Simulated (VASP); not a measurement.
# LiF (Fm-3m) in VASP: a series of runs

Aim: see how the results for LiF move with the level of theory and the settings. Levels: LDA, BLYP. Tasks: single point.

Program: VASP 6.6.1. These are calculated values, not measurements. Logs are shortened: lines on timing, memory, paths and dates and some standing lists are left out, and cuts for length are marked.

**1. The cell of the first run**

It takes space group Fm-3m (No. 225, cubic). The conventional cell has a = 4.083 Å, b = 4.083 Å, c = 4.083 Å, α = 90.00°, β = 90.00°, γ = 90.00°. Within 2.7 Å of Li (site symmetry m-3m) lie 6 F at 2.04 Å. Within 2.7 Å of F (site symmetry m-3m) lie 6 Li at 2.04 Å.

**2. Single point, LDA**

Input file INCAR:

```
ALGO     = Normal         # electronic algorithm
EDIFF    = 1E-6           # SCF threshold, eV
ENCUT    = 750            # plane-wave cutoff, eV
GGA_COMPAT= False        
ISIF     = 2              # what is computed and relaxed
ISMEAR   = 0              # smearing method
LASPH    = True           # aspherical terms in the spheres
LCHARG   = True           # write CHGCAR
LELF     = True           # ELF
LREAL    = False          # projectors in reciprocal space
LVHAR    = True         
LWAVE    = False          # write WAVECAR
NBANDS   = 12             # bands
NELM     = 120            # most SCF steps
PREC     = Accurate       # precision mode
SIGMA    = 0.1            # smearing width, eV
```

Input file KPOINTS:

```
k-points
0
Gamma
  10 10 10
```

Input file POSCAR:

```
LiF
1.0
    0.0000000000      2.0417135738      2.0417135738
    2.0417135738      0.0000000000      2.0417135738
    2.0417135738      2.0417135738      0.0000000000
Li F
1 1
Direct
    0.0000000000      0.0000000000      0.0000000000
    0.5000000000      0.5000000000      0.5000000000
```

Potentials or basis: VASP PAW LDA potentials, release 64 (Li_sv, F).

Command:

```console
> cat potpaw_LDA.64/Li_sv/POTCAR potpaw_LDA.64/F/POTCAR > POTCAR
> mpirun -np 1 vasp_std > vasp.out
```

OUTCAR:

```text
EDIFF = 1E-6
   ENCUT = 750
   ISIF = 2
   ISMEAR = 0
   LASPH = True
   LREAL = False
   NELM = 120
   PREC = Accurate

 ion  position               nearest neighbor table
   1  0.000  0.000  0.000-   2 2.04   2 2.04   2 2.04   2 2.04   2 2.04   2 2.04
   2  0.500  0.500  0.500-   1 2.04   1 2.04   1 2.04   1 2.04   1 2.04   1 2.04

  LATTYP: Found a face centered cubic cell.
 ALAT       =     4.0834271476

  Lattice vectors:

 A1 = (   0.0000000000,   2.0417135738,   2.0417135738)
 A2 = (   2.0417135738,   0.0000000000,   2.0417135738)
 A3 = (   2.0417135738,   2.0417135738,   0.0000000000)

Analysis of symmetry for initial positions (statically):
=====================================================================
 Subroutine PRICEL returns:
 Original cell was already a primitive cell.

 Routine SETGRP: Setting up the symmetry group for a
 face centered cubic supercell.

 Subroutine GETGRP returns: Found 48 space group operations
 (whereof 48 operations were pure point group operations)
 out of a pool of 48 trial point group operations.

The static configuration has the point symmetry O_h .

Analysis of symmetry for dynamics (positions and initial velocities):
=====================================================================
 Subroutine PRICEL returns:
 Original cell was already a primitive cell.

 Routine SETGRP: Setting up the symmetry group for a
 face centered cubic supercell.

 Subroutine GETGRP returns: Found 48 space group operations
 (whereof 48 operations were pure point group operations)
 out of a pool of 48 trial point group operations.

The dynamic configuration has the point symmetry O_h .

 Subroutine INISYM returns: Found 48 space group operations
 (whereof 48 operations are pure point group operations),
 and found     1 'primitive' translations

----------------------------------------------------------------------------------------

                                     Primitive cell

  volume of cell :      17.0222

  direct lattice vectors                    reciprocal lattice vectors
     0.000000000  2.041713574  2.041713574    -0.244892333  0.244892333  0.244892333
     2.041713574  0.000000000  2.041713574     0.244892333 -0.244892333  0.244892333
     2.041713574  2.041713574  0.000000000     0.244892333  0.244892333 -0.244892333

  length of vectors
     2.887419027  2.887419027  2.887419027     0.424165963  0.424165963  0.424165963

  position of ions in fractional coordinates (direct lattice)
     0.000000000  0.000000000  0.000000000
     0.500000000  0.500000000  0.500000000

[... 83 lines left out ...]
   ISYM   =      2    0-nonsym 1-usesym 2-fastsym
   POTIM  = 0.5000    time-step for ionic-motion
   TEBEG  =    0.0;   TEEND  =   0.0 temperature during run
   PSTRESS=    0.0 pullay stress
   NELECT =      10.0000    total number of electrons
   NUPDOWN=      -1.0000    fix difference up-down
   EMIN   =  10.00;   EMAX   =-10.00  energy-range for DOS
   EFERMI =   0.00;   METHOD = LEGACY
   ISMEAR =     0;   SIGMA  =   0.10  broadening in eV -4-tet -1-fermi 0-gaus
   EFERMI_NEDOS =   21; number of points for ismear=-14 and -15
   IALGO  =     38    algorithm
   IMIX   =      4    mixing-type and parameters
     AMIX     =   0.40;   BMIX     =  1.00
     AMIX_MAG =   1.60;   BMIX_MAG =  1.00
  volume/ion in A,a.u.               =       8.51        57.44
  Fermi-wavevector in a.u.,A,eV,Ry     =   1.371103  2.591009 25.577904  1.879923
  Thomas-Fermi vector in A             =   2.496830
   LORBIT       =      0    0 simple, 1 ext, 2 COOP (PROOUT), +10 PAW based schemes
   GGA     = CA    functional components
   LHFCALC =     F    Hartree Fock is set to
   AEXX    =    0.0000 exact exchange contribution
   IVDW    =     0    specifies the selected vdW correction
   LEPSILON=     F    determine dielectric tensor
   LRPA    =     F    only Hartree local field effects (RPA)
 non-spin polarized calculation
 Gauss-broadening in eV      SIGMA  =   0.10
  energy-cutoff  :      750.00
  volume of cell :       17.02
 maximum number of plane-waves:       821
 NGX is ok and might be reduce to    28
   NGX = 13   NGY = 13   NGZ = 13

 number of electron      10.0000000 magnetization

 number of electron       9.9999998 magnetization

 Free energy of the ion-electron system (eV)
  ---------------------------------------------------
  ext. energy  EPLUGINS =         0.00000000
  ---------------------------------------------------
  free energy    TOTEN  =       -10.44422099 eV

  energy without entropy =      -10.44422099  energy(sigma->0) =      -10.44422099

 E-fermi :  -0.8896     XC(G=0): -10.4657

 val. band max:       -1.5540790912   @ k =   0.0000   0.0000   0.0000
 cond. band min:       6.9148946717   @ k =   0.0000   0.0000   0.0000
 fundamental gap:      8.4689737629
 Fermi energy:        -0.8896456067

 k-point     1 :       0.0000    0.0000    0.0000
  band No.  band energies     occupation
      1     -41.3768      2.00000
      2     -21.0100      2.00000
      3      -1.5541      2.00000
      4      -1.5541      2.00000
      5      -1.5541      2.00000
      6       6.9149      0.00000
      7      21.3935      0.00000
      8      21.3935      0.00000
      9      21.3935      0.00000
     10      21.9625      0.00000
     11      21.9625      0.00000
     12      21.9625      0.00000
[... 331 lines left out ...]
 k-point    24 :       0.4000    0.3000    0.0000
  band No.  band energies     occupation
      1     -41.3176      2.00000
      2     -20.4985      2.00000
      3      -3.8218      2.00000
      4      -2.4023      2.00000
      5      -2.2928      2.00000
      6      10.8171      0.00000
      7      14.5504      0.00000
      8      16.1599      0.00000
      9      17.7020      0.00000
     10      18.7748      0.00000
     11      31.1394      0.00000
     12      32.2574      0.00000

 [... further k-points ...]
[... 5 lines left out ...]
  --------------------------------------------------------------------------------------
  -------------------------------------------------------------------------------------
  Total       -0.9636043     -0.9636043     -0.9636043     -0.0000000      0.0000000     -0.0000000
  in kB      -90.6974108    -90.6974108    -90.6974108     -0.0000000      0.0000000     -0.0000000
  external PRESSURE =     -90.6974108 kB  Pullay stress =       0.0000000 kB

 VOLUME and BASIS-vectors are now :
 -----------------------------------------------------------------------------
  energy-cutoff  :      750.00
  volume of cell :       17.02
      direct lattice vectors                 reciprocal lattice vectors
     0.000000000  2.041713574  2.041713574    -0.244892333  0.244892333  0.244892333
     2.041713574  0.000000000  2.041713574     0.244892333 -0.244892333  0.244892333
     2.041713574  2.041713574  0.000000000     0.244892333  0.244892333 -0.244892333

 POSITION                                       TOTAL-FORCE (eV/Angst)
 -----------------------------------------------------------------------------------
      0.00000      0.00000      0.00000         0.000000     -0.000000      0.000000
      2.04171      2.04171      2.04171        -0.000000      0.000000     -0.000000
 -----------------------------------------------------------------------------------
    total drift:                                0.000000      0.000000      0.000000

  FREE ENERGIE OF THE ION-ELECTRON SYSTEM (eV)
  ---------------------------------------------------
  free  energy   TOTEN  =       -10.4442209912 eV

  energy  without entropy=      -10.4442209912  energy(sigma->0) =      -10.44422099
```

OSZICAR:

```text
N       E                     dE             d eps       ncg     rms          rms(c)
DAV:   1     0.405253481411E+02    0.40525E+02   -0.64484E+03  1152   0.109E+03
DAV:   2    -0.934479834379E+01   -0.49870E+02   -0.48741E+02  1352   0.211E+02
DAV:   3    -0.109213960336E+02   -0.15766E+01   -0.15714E+01  1520   0.327E+01
DAV:   4    -0.109380770650E+02   -0.16681E-01   -0.16680E-01  1276   0.372E+00
DAV:   5    -0.109382605216E+02   -0.18346E-03   -0.18346E-03  1468   0.311E-01    0.423E+00
DAV:   6    -0.104634268068E+02    0.47483E+00   -0.23394E+00  1224   0.916E+00    0.142E+00
DAV:   7    -0.104505681025E+02    0.12859E-01   -0.16151E-02  1552   0.114E+00    0.813E-01
DAV:   8    -0.104442349786E+02    0.63331E-02   -0.10636E-02  1608   0.109E+00    0.103E-01
DAV:   9    -0.104442029791E+02    0.32000E-04   -0.62794E-04  1300   0.235E-01    0.384E-02
DAV:  10    -0.104442213583E+02   -0.18379E-04   -0.35551E-05  1288   0.434E-02    0.582E-03
DAV:  11    -0.104442209912E+02    0.36703E-06   -0.12536E-06  1260   0.115E-02
   1 F= -.10444221E+02 E0= -.10444221E+02  d E =-.495849E-22
```

Run time: 12 s. Hardware: 1 thread of Intel Xeon Platinum 8488C (Sapphire Rapids), shared host; peak memory 0.14 GiB.

What came out:

```yaml
Free_energy: -10.4442 eV
Pressure: -9.1 GPa
Band_gap_on_the_k_mesh: 8.47 eV, direct
```

**3. Single point, BLYP**

Input file INCAR:

```
SYSTEM = LiF
AGGAC = 1.0
AGGAX = 1.0
ALDAC = 0.0
ALDAX = 1.0
ALGO = Normal
EDIFF = 1E-6
ENCUT = 750
GGA = B5
GGA_COMPAT = .False.
ISIF = 2
ISMEAR = 0
LASPH = .True.
LCHARG = .False.
LREAL = .False.
LWAVE = .False.
NBANDS = 12
NELM = 120
PREC = Accurate
SIGMA = 0.1
```

Input file KPOINTS:

```
k-points
0
Gamma
  10 10 10
  0 0 0
```

POSCAR is that of step 2.

Potentials or basis: VASP PAW PBE potentials, release 64 (Li_sv, F).

Command:

```console
> cat potpaw_PBE.64/Li_sv/POTCAR potpaw_PBE.64/F/POTCAR > POTCAR
> mpirun -np 1 vasp_std > vasp.out
```

Wall time 20 s (1 thread of Intel Xeon Platinum 8488C (Sapphire Rapids), shared host); peak memory 0.15 GiB.

The run converged. Its results:

| Property | Result |
| --- | --- |
| Free energy | -9.5421 eV |
| Pressure | -0.4 GPa |
| Band gap on the k mesh | 8.91 eV, direct |

Levels at points of the mesh, in eV from the valence-band top:
```
           k point  band 3  band 4  band 5  band 6  band 7  band 8
(0.00, 0.00, 0.00)    0.00    0.00    0.00    8.91   23.36   23.36
(0.50, 0.00, 0.00)   -2.37   -0.21   -0.21   10.72   16.40   18.55
(0.50, 0.50, 0.00)   -2.80   -0.94   -0.94   14.56   16.55   16.97
```

Caveat: the PAW data sets were made with another functional, which shifts forces and pressure a little.
